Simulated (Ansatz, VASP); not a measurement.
**Two plane-wave programs on Be3Cd2S**

```
Be Cd S
1.0
     5.12078    0.00000    0.00000
    -2.56039    4.43472    0.00000
     0.00000    0.00000    4.27995
Be Cd S
3 2 1
Direct
  0.50000 0.00000 0.50000
  0.00000 0.50000 0.50000
  0.50000 0.50000 0.50000
  0.33333 0.66667 0.00000
  0.66667 0.33333 0.00000
  0.00000 0.00000 0.00000
```

Change from the starting cell: species swapped into the ScCo3B2 type (P6/mmm, No. 191).

Alike in both runs: functional PBE; k mesh 12 × 12 × 10; occupations gaussian, width 0.1 eV; no spin polarisation.

Ansatz relaxed the structure, and its values are those at the end. VASP's run is a single point on that final structure, the one shown.

|  | VASP | Ansatz |
| --- | --- | --- |
| version | VASP 6.6.1 | Ansatz 0.2.0 |
| potentials or method | VASP PAW PBE potentials, release 64 (Be, Cd, S), cutoff 520 eV | scalar-relativistic, plane waves, PAW |
| valence electrons in the cell | 36 | 52 |

```csv
,VASP,Ansatz,Ansatz less VASP
gap on the k mesh at the Fermi level (eV),none,none,-
pressure (GPa),0.2,0.0,-0.25
```

A gap of «none» marks a metal or a gap that the smearing closes. With one functional, cell and mesh, what is left measures potentials, basis and numerics. VASP's potentials hold 36 valence electrons a cell and Ansatz's 52, so a difference there can come from the potentials and not from the codes.
